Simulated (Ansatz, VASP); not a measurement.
# One calculation of CO2, two programs

```xyz
12
Lattice="6.0577 0.0000 0.0000 0.0000 6.0577 0.0000 0.0000 0.0000 5.8154" Properties=species:S:1:pos:R:3 pbc="T T T"
C     0.0000    0.0000    0.0000
C     3.0289    0.0000    2.9077
C     3.0289    3.0289    0.0000
C     0.0000    3.0289    2.9077
O     0.6753    0.6753    0.6483
O     2.3535    5.3824    3.5560
O     3.7042    2.3535    5.1671
O     5.3824    3.7042    2.2594
O     5.3824    5.3824    5.1671
O     3.7042    0.6753    2.2594
O     2.3535    3.7042    0.6483
O     0.6753    2.3535    3.5560
```

Change from the starting cell: engineering shear strain xz +0.0000, normal strain along z -0.0400.

Alike in both runs: task single point; functional PBE; k mesh 4 × 4 × 4; occupations gaussian, width 0.05 eV; no spin polarisation.

|  | VASP | Ansatz |
| --- | --- | --- |
| version | VASP 6.6.1 | Ansatz 0.2.0 |
| potentials or method | VASP PAW PBE potentials, release 64 (C, O), cutoff 520 eV | scalar-relativistic, plane waves, PAW |
| valence electrons in the cell | 64 | 64 |

Ansatz gave:

- gap on the k mesh at the Fermi level (eV): 6.74
- least direct gap on the mesh (eV): 6.74
- pressure (GPa): 3.9
- traceless stress, the component that is largest in VASP (GPa): -0.10
- rms of the force components (eV/Å): 0.774

Question: What did VASP give for the same quantities?

Answer: gap on the k mesh at the Fermi level (eV): 6.72; least direct gap on the mesh (eV): 6.72; pressure (GPa): 5.3; traceless stress, the component that is largest in VASP (GPa): -0.18; rms of the force components (eV/Å): 1.111.

Atom by atom the forces differ by 0.337 eV/Å (rms over components). With one functional, cell and mesh, what is left measures potentials, basis and numerics.

Noted on VASP's run: the standard files for N, O and F lose accuracy on very short bonds.
